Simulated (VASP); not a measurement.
O, 2 atoms in the cell. Symmetry: Pm-3m, No. 221, cubic system. Conventional cell: a = 2.558 Å, b = 2.558 Å, c = 2.558 Å, α = 90.00°, β = 90.00°, γ = 90.00°. O (site symmetry m-3m) has 6 O at 2.56 Å within 3.4 Å. 

- Program: VASP 6.6.1
- Task: single point
- Functional: LDA
- Potentials or basis: VASP PAW LDA potentials, release 64 (O)
- Cutoff: 600 eV
- k mesh: 6 × 6 × 6
- Occupations: fermi-dirac, width 0.1 eV
- Spin: no spin polarisation
- Dipole correction: no
- Further INCAR settings: ALGO = Normal; EDIFF = 1e-06; NBANDS = 13

Potentials or basis: VASP PAW LDA potentials, release 64 (O).

The run is started by

```bash
$ cat potpaw_LDA.64/O/POTCAR > POTCAR
$ mpirun -np 1 vasp_std > vasp.out
```

Hardware: 1 thread of Intel(R) Xeon(R) Platinum 8259CL CPU @ 2.50GHz (Skylake/Cascade Lake) (shared host).

Task: How long does it take, and how much memory?

Result: It took 7.2 s on 1 thread of Intel(R) Xeon(R) Platinum 8259CL CPU @ 2.50GHz (Skylake/Cascade Lake), with other jobs on the host, peak memory 0.13 GiB. Counts: scf iterations 9, k points 16.
